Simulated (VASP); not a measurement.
# NaI (P6_3/mmc) in VASP: single point with PBE0

Aim: the single point of NaI with PBE0.

Program: VASP 6.6.1. These are calculated values, not measurements. Logs are shortened: lines on timing, memory, paths and dates and some standing lists are left out, and cuts for length are marked.

### Step 1. The cell of the first run

Symmetry: P6_3/mmc, No. 194, hexagonal system. Conventional cell: a = 4.505 Å, b = 4.505 Å, c = 7.676 Å, α = 90.00°, β = 90.00°, γ = 120.00°. Na (site symmetry -3m) has 6 I at 3.23 Å and 2 Na at 3.84 Å within 4.3 Å. Within 4.3 Å of I (site symmetry -6m2) lie 6 Na at 3.23 Å.

### Step 2. Single point, PBE0

POSCAR

```
NaI
1.0
    4.5046454201      0.0000000000      0.0000000000
   -2.2523227100      3.9011373688      0.0000000000
    0.0000000000      0.0000000000      7.6757022934
Na I
2 2
Direct
    0.0000000000      0.0000000000      0.0000000000
    0.0000000000      0.0000000000      0.5000000000
    0.3333333333      0.6666666667      0.2500000000
    0.6666666667      0.3333333333      0.7500000000
```

INCAR.step1

```
SYSTEM = NaI
PREC     = Accurate       ! precision mode
ENCUT    = 520            ! plane-wave cutoff, eV
EDIFF    = 1E-5           ! SCF threshold, eV
ISMEAR   = 0              ! smearing method
SIGMA    = 0.01           ! smearing width, eV
LREAL    = .FALSE.        ! projectors in reciprocal space
LASPH    = .TRUE.         ! aspherical terms in the spheres
NELM     = 80             ! most SCF steps
ALGO     = Normal         ! electronic algorithm
ISIF     = 2              ! what is computed and relaxed
LWAVE    = .TRUE.         ! write WAVECAR
NBANDS   = 22             ! bands
GGA      = PE             ! functional
KPAR     = 4
```

INCAR.step2

```
SYSTEM = NaI
PREC     = Accurate       ! precision mode
ENCUT    = 520            ! plane-wave cutoff, eV
EDIFF    = 1E-7           ! SCF threshold, eV
ISMEAR   = 0              ! smearing method
SIGMA    = 0.01           ! smearing width, eV
LREAL    = .FALSE.        ! projectors in reciprocal space
LASPH    = .TRUE.         ! aspherical terms in the spheres
NELM     = 80             ! most SCF steps
ALGO     = Normal         ! electronic algorithm
ISIF     = 2              ! what is computed and relaxed
LWAVE    = .FALSE.        ! write WAVECAR
LCHARG   = .TRUE.         ! write CHGCAR
GGA      = PE             ! functional
LHFCALC  = .TRUE.         ! exact exchange
AEXX     = 0.25           ! exact-exchange fraction
PRECFOCK = Normal       
LVHAR    = .TRUE.       
NBANDS   = 22             ! bands
ISTART   = 1            
KPAR     = 4
```

KPOINTS

```
regular mesh
0
G
  6 6 2
  0 0 0
```

Potentials or basis: VASP PAW PBE potentials, release 64 (Na_pv, I).

Started as:

```sh
$ cat potpaw_PBE.64/Na_pv/POTCAR potpaw_PBE.64/I/POTCAR > POTCAR
$ cp INCAR.step1 INCAR
$ mpirun -np 4 vasp_std > vasp.out
$ cp INCAR.step2 INCAR
$ mpirun -np 4 vasp_std > vasp.out
```

OUTCAR:

```text
SYSTEM = NaI
   PREC = Accurate
   ENCUT = 520
   EDIFF = 1E-7
   ISMEAR = 0
   LREAL = .FALSE.
   LASPH = .TRUE.
   NELM = 80
   ISIF = 2
   GGA = PE
   LHFCALC = .TRUE.
   AEXX = 0.25
   PRECFOCK = Normal
   ISTART = 1

 ion  position               nearest neighbor table
   1  0.000  0.000  0.000-
   2  0.000  0.000  0.500-
   3  0.333  0.667  0.250-
   4  0.667  0.333  0.750-

  LATTYP: Found a hexagonal cell.
 ALAT       =     4.5046454201
 C/A-ratio  =     1.7039526039

  Lattice vectors:

 A1 = (   4.5046454201,   0.0000000000,   0.0000000000)
 A2 = (  -2.2523227100,   3.9011373688,   0.0000000000)
 A3 = (   0.0000000000,   0.0000000000,   7.6757022934)

Analysis of symmetry for initial positions (statically):
=====================================================================
 Subroutine PRICEL returns:
 Original cell was already a primitive cell.

 Routine SETGRP: Setting up the symmetry group for a
 hexagonal supercell.

 Subroutine GETGRP returns: Found 24 space group operations
 (whereof 12 operations were pure point group operations)
 out of a pool of 24 trial point group operations.

The static configuration has the point symmetry D_3d.
 The point group associated with its full space group is D_6h.

Analysis of symmetry for dynamics (positions and initial velocities):
=====================================================================
 Subroutine PRICEL returns:
 Original cell was already a primitive cell.

 Routine SETGRP: Setting up the symmetry group for a
 hexagonal supercell.

 Subroutine GETGRP returns: Found 24 space group operations
 (whereof 12 operations were pure point group operations)
 out of a pool of 24 trial point group operations.

The dynamic configuration has the point symmetry D_3d.
 The point group associated with its full space group is D_6h.

 Subroutine INISYM returns: Found 24 space group operations
 (whereof 12 operations are pure point group operations),
 and found     1 'primitive' translations

----------------------------------------------------------------------------------------

                                     Primitive cell

  volume of cell :     134.8870

  direct lattice vectors                    reciprocal lattice vectors
     4.504645420  0.000000000  0.000000000     0.221993055  0.128167750  0.000000000
    -2.252322710  3.901137369  0.000000000     0.000000000  0.256335501  0.000000000
     0.000000000  0.000000000  7.675702293     0.000000000  0.000000000  0.130281238

  length of vectors
     4.504645420  4.504645420  7.675702293     0.256335501  0.256335501  0.130281238

  position of ions in fractional coordinates (direct lattice)
     0.000000000  0.000000000  0.000000000
     0.000000000  0.000000000  0.500000000
     0.333333333  0.666666667  0.250000000
     0.666666667  0.333333333  0.750000000

  ion indices of the primitive-cell ions
   primitive index   ion index
                 1           1
                 2           2
                 3           3
                 4           4

----------------------------------------------------------------------------------------

 KPOINTS: regular mesh

Automatic generation of k-mesh.
 Grid dimensions read from file:
 generate k-points for:    6    6    2

 Generating k-lattice:

  Cartesian coordinates                     Fractional coordinates (reciprocal lattice)
     0.036998843  0.021361292  0.000000000     0.166666667 -0.000000000  0.000000000
     0.000000000  0.042722583  0.000000000     0.000000000  0.166666667  0.000000000
     0.000000000  0.000000000  0.065140619     0.000000000  0.000000000  0.500000000

  Length of vectors
     0.042722583  0.042722583  0.065140619

  Shift w.r.t. Gamma in fractional coordinates (k-lattice)
     0.000000000  0.000000000  0.000000000

 Subroutine IBZKPT returns following result:
 ===========================================

 Found     14 irreducible k-points:

 Following reciprocal coordinates:
            Coordinates               Weight
  0.000000  0.000000  0.000000      1.000000
  0.166667  0.000000  0.000000      6.000000
  0.333333 -0.000000  0.000000      6.000000
  0.500000 -0.000000  0.000000      3.000000
  0.166667  0.166667  0.000000      6.000000
  0.333333  0.166667  0.000000     12.000000
  0.333333  0.333333  0.000000      2.000000
  0.000000  0.000000  0.500000      1.000000
  0.166667  0.000000  0.500000      6.000000
  0.333333 -0.000000  0.500000      6.000000
  0.500000 -0.000000  0.500000      3.000000
  0.166667  0.166667  0.500000      6.000000
  0.333333  0.166667  0.500000     12.000000
  0.333333  0.333333  0.500000      2.000000
   k-points           NKPTS =     14   k-points in BZ     NKDIM =     72   number of bands    NBANDS=     22
   number of dos      NEDOS =    301   number of ions     NIONS =      4
   total plane-waves  NPLWV =  77760
   dimension x,y,z NGX =    36 NGY =   36 NGZ =   60
   dimension x,y,z NGXF=    72 NGYF=   72 NGZF=  120
   ions per type =               2   2
   NGX,Y,Z   is equivalent  to a cutoff of  13.29, 13.29, 13.00 a.u.
   NGXF,Y,Z  is equivalent  to a cutoff of  26.57, 26.57, 25.99 a.u.
 SYSTEM =  NaI
   PREC   = accura    normal or accurate (medium, high low for compatibility)
   ISTART =      1    job   : 0-new  1-cont  2-samecut
   ICHARG =      0    charge: 1-file 2-atom 10-const
   ISPIN  =      1    spin polarized calculation?
   LNONCOLLINEAR =      F non collinear calculations
   LSORBIT =      F    spin-orbit coupling
   LASPH  =      T    aspherical Exc in radial PAW
   ENCUT  =  520.0 eV  38.22 Ry    6.18 a.u.   8.38  8.38 14.27*2*pi/ulx,y,z
   NELM   =     80;   NELMIN=  2; NELMDL=  0     # of ELM steps
   EDIFF  = 0.1E-06   stopping-criterion for ELM
   LREAL  =      F    real-space projection
   EDIFFG = 0.1E-05   stopping-criterion for IOM
   NSW    =      0    number of steps for IOM
   IBRION =     -1    ionic relax: 0-MD 1-quasi-New 2-CG
   NFREE  =      0    steps in history (QN), initial steepest desc. (CG)
   ISIF   =      2    stress and relaxation
   ISYM   =      3    0-nonsym 1-usesym 2-fastsym
   POTIM  = 0.5000    time-step for ionic-motion
   TEBEG  =    0.0;   TEEND  =   0.0 temperature during run
   PSTRESS=    0.0 pullay stress
   NELECT =      28.0000    total number of electrons
   NUPDOWN=      -1.0000    fix difference up-down
   EMIN   =  10.00;   EMAX   =-10.00  energy-range for DOS
   EFERMI =   0.00;   METHOD = LEGACY
   ISMEAR =     0;   SIGMA  =   0.01  broadening in eV -4-tet -1-fermi 0-gaus
   EFERMI_NEDOS =   21; number of points for ismear=-14 and -15
   IALGO  =     38    algorithm
   IMIX   =      1    mixing-type and parameters
     AMIX     =   0.40;   BMIX     =  1.00
     AMIX_MAG =   1.60;   BMIX_MAG =  1.00
  volume/ion in A,a.u.               =      33.72       227.57
  Fermi-wavevector in a.u.,A,eV,Ry     =   0.969328  1.831765 12.783996  0.939597
  Thomas-Fermi vector in A             =   2.099372
   LORBIT       =      0    0 simple, 1 ext, 2 COOP (PROOUT), +10 PAW based schemes
   GGA     = PE    functional components
   LHFCALC =     T    Hartree Fock is set to
   PRECFOCK=normal    Normal, Fast or Accurate (Low or Medium for compatibility)
   ENCUT4O =  -1.0   cutoff for four orbital integrals eV
   NKREDX  =     1    reduce k-point grid by
   NKREDY  =     1    reduce k-point grid by
   NKREDZ  =     1    reduce k-point grid by
   AEXX    =    0.2500 exact exchange contribution
   HFSCREEN=    0.0000 screening length (either q_TF or 0.3 A-1)
   HFSCREENC=   0.0000 screening length for correlation (either q_TF or 0.3 A-1)
   ENCUTFOCK=  -1.0 apply spherical cutoff to Coloumb kernel
   IVDW    =     0    specifies the selected vdW correction
   LEPSILON=     F    determine dielectric tensor
   LRPA    =     F    only Hartree local field effects (RPA)
 non-spin polarized calculation
 Gauss-broadening in eV      SIGMA  =   0.01
  energy-cutoff  :      520.00
  volume of cell :      134.89
 maximum number of plane-waves:      3671
 NGX is ok and might be reduce to    36
  NGX = 28; NGY = 28; NGZ = 48

 number of electron      28.0000016 magnetization

 Free energy of the ion-electron system (eV)
  ---------------------------------------------------
  ext. energy  EPLUGINS =         0.00000000
  ---------------------------------------------------
  free energy    TOTEN  =       -13.50544987 eV

  energy without entropy =      -13.50544987  energy(sigma->0) =      -13.50544987

 E-fermi :  -0.1266     XC(G=0):  -6.1041

 val. band max:       -0.1815048336   @ k =   0.0000   0.0000   0.0000
 cond. band min:       5.0741960237   @ k =   0.0000   0.0000   0.0000
 fundamental gap:      5.2557008573
 Fermi energy:        -0.1265838375

 k-point     1 :       0.0000    0.0000    0.0000
  band No.  band energies     occupation
      1     -25.1048      2.00000
      2     -25.0916      2.00000
      3     -25.0916      2.00000
      4     -25.0900      2.00000
      5     -25.0900      2.00000
      6     -25.0897      2.00000
[... 14 lines left out ...]
     21      10.0132      0.00000
     22      10.4987      0.00000

 k-point     2 :       0.1667    0.0000    0.0000
  band No.  band energies     occupation
      1     -25.1044      2.00000
      2     -25.0929      2.00000
      3     -25.0919      2.00000
      4     -25.0909      2.00000
      5     -25.0902      2.00000
      6     -25.0895      2.00000
[... 14 lines left out ...]
     21      10.0259      0.00000
     22      10.0529      0.00000

 k-point     3 :       0.3333   -0.0000    0.0000
  band No.  band energies     occupation
      1     -25.1036      2.00000
      2     -25.0953      2.00000
      3     -25.0929      2.00000
      4     -25.0925      2.00000
      5     -25.0906      2.00000
      6     -25.0892      2.00000
[... 14 lines left out ...]
     21       9.7341      0.00000
     22      11.6613      0.00000
[... 226 lines left out ...]
 k-point    13 :       0.3333    0.1667    0.5000
  band No.  band energies     occupation
      1     -25.0961      2.00000
      2     -25.0961      2.00000
      3     -25.0946      2.00000
      4     -25.0946      2.00000
      5     -25.0923      2.00000
      6     -25.0923      2.00000
[... 14 lines left out ...]
     21      10.4658      0.00000
     22      10.4658      0.00000

 k-point    14 :       0.3333    0.3333    0.5000
  band No.  band energies     occupation
      1     -25.0960      2.00000
      2     -25.0960      2.00000
      3     -25.0939      2.00000
      4     -25.0939      2.00000
      5     -25.0937      2.00000
      6     -25.0937      2.00000
[... 14 lines left out ...]
     21       9.9396      0.00000
     22       9.9396      0.00000

------------------------ aborting loop because EDIFF is reached ----------------------------------------

  FORCE on cell =-STRESS in cart. coord.  units (eV):
  Direction    XX          YY          ZZ          XY          YZ          ZX
  --------------------------------------------------------------------------------------
  -------------------------------------------------------------------------------------
  Total        0.1307927      0.1307927      0.1243986      0.0000000     -0.0000000      0.0000000
  in kB        1.5535456      1.5535456      1.4775974      0.0000000     -0.0000000      0.0000000
  external PRESSURE =       1.5282295 kB  Pullay stress =       0.0000000 kB

 VOLUME and BASIS-vectors are now :
 -----------------------------------------------------------------------------
  energy-cutoff  :      520.00
  volume of cell :      134.89
      direct lattice vectors                 reciprocal lattice vectors
     4.504645420  0.000000000  0.000000000     0.221993055  0.128167750  0.000000000
    -2.252322710  3.901137369  0.000000000     0.000000000  0.256335501  0.000000000
     0.000000000  0.000000000  7.675702293     0.000000000  0.000000000  0.130281238

 POSITION                                       TOTAL-FORCE (eV/Angst)
 -----------------------------------------------------------------------------------
      0.00000      0.00000      0.00000         0.000000      0.000000     -0.000000
      0.00000      0.00000      3.83785         0.000000      0.000000     -0.000000
     -0.00000      2.60076      1.91893        -0.000000     -0.000000     -0.000000
      2.25232      1.30038      5.75678        -0.000000     -0.000000      0.000000
 -----------------------------------------------------------------------------------
    total drift:                               -0.000000      0.000000      0.000000

  FREE ENERGIE OF THE ION-ELECTRON SYSTEM (eV)
  ---------------------------------------------------
  free  energy   TOTEN  =       -13.5054498745 eV

  energy  without entropy=      -13.5054498745  energy(sigma->0) =      -13.50544987
```

Run time: 24 min. Hardware: 4 MPI ranks of Intel Xeon Platinum 8259CL at 2.50GHz (Skylake/Cascade Lake), shared host; peak memory 0.33 GiB.

What came out:

```
Free energy            : -13.5054 eV
Pressure               : 0.2 GPa
Band gap on the k mesh : 5.26 eV
```

Caveat: the PAW data sets were made with another functional, which shifts forces and pressure a little; spin-orbit coupling is left out, which moves the levels of the heavy elements.
